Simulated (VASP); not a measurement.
CdS: single point with r2SCAN

The system is CdS.

```
CELL_PARAMETERS angstrom
0.00000 2.74750 2.74750
2.74750 0.00000 2.74750
2.74750 2.74750 0.00000
ATOMIC_POSITIONS crystal
Cd 0.00000 0.00000 0.00000
S 0.50000 0.50000 0.50000
```

```yaml
Program: VASP 6.6.1
Task: single point
Functional: r2SCAN
Potentials_or_basis: VASP PAW PBE potentials, release 64 (Cd, S)
Cutoff: 520 eV
k_mesh: 12 × 12 × 12
Occupations: gaussian, width 0.01 eV
Spin: no spin polarisation
Dipole_correction: no
Further_INCAR_settings: ALGO = Normal; EDIFF = 1e-07; NBANDS = 16
```

The pressure is -1.4 GPa. The band gap on the k mesh is 0.73 eV, indirect (least direct gap 2.19 eV).

Levels at points of the mesh, in eV from the valence-band top:
```tsv
k point	band 5	band 6	band 7	band 8	band 9	band 10	band 11	band 12	band 13	band 14
(0.00, 0.00, 0.00)	-7.82	-7.82	-0.72	-0.72	-0.72	1.47	9.72	9.72	9.72	11.97
(0.50, 0.00, 0.00)	-7.63	-7.63	-4.81	-0.01	-0.01	4.06	6.47	6.47	7.39	12.95
(0.50, 0.50, 0.00)	-7.57	-6.88	-4.20	-2.11	-2.11	0.73	6.44	10.61	12.09	12.09
```

It took 2.2 min on 1 thread of AMD EPYC 9R45 96-Core Processor (Zen 5) (shared host), peak memory 0.17 GiB.

Caveat: the PAW data sets were made with another functional, which shifts forces and pressure a little. r2SCAN opens gaps a little over a GGA but as a rule still falls short of measured ones.
